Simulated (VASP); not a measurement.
**NaH: single point with PBE**

The system is NaH.

```
Na H
1.0
     0.00000    2.39751    2.39751
     2.39751    0.00000    2.39751
     2.39751    2.39751    0.00000
Na H
1 1
Direct
  0.00000 0.00000 0.00000
  0.50000 0.50000 0.50000
```

```yaml
Program: VASP 6.6.1
Task: single point
Functional: PBE
Potentials_or_basis: VASP PAW PBE potentials, release 64 (Na_pv, H)
Cutoff: 520 eV
k_mesh: 4 × 4 × 4
Occupations: gaussian, width 0.01 eV
Spin: no spin polarisation
```

```yaml
Pressure: 0.5 GPa
Band_gap_on_the_k_mesh: 3.80 eV, indirect (least direct gap 4.67 eV)
```

Levels at points of the mesh, in eV from the valence-band top:
| k point | band 1 | band 2 | band 3 | band 4 | band 5 | band 6 | band 7 | band 8 | band 9 |
| --- | --- | --- | --- | --- | --- | --- | --- | --- | --- |
| (0.00, 0.00, 0.00) | -22.06 | -22.06 | -22.06 | -3.68 | 10.63 | 15.78 | 15.78 | 15.78 | 16.69 |
| (0.50, 0.00, 0.00) | -22.16 | -22.07 | -22.07 | -0.87 | 3.80 | 10.94 | 13.53 | 13.53 | 16.63 |
| (0.50, 0.50, 0.00) | -22.15 | -22.09 | -22.09 | -0.18 | 4.68 | 10.12 | 10.82 | 10.82 | 12.01 |

Wall time 3.4 s on 1 thread of Intel Xeon 6975P-C, on a shared host, peak memory 0.14 GiB.

Caveat: the k points lie up to 0.57 Å⁻¹ apart. A hybrid or GW would open this gap; PBE tends to underestimate it.
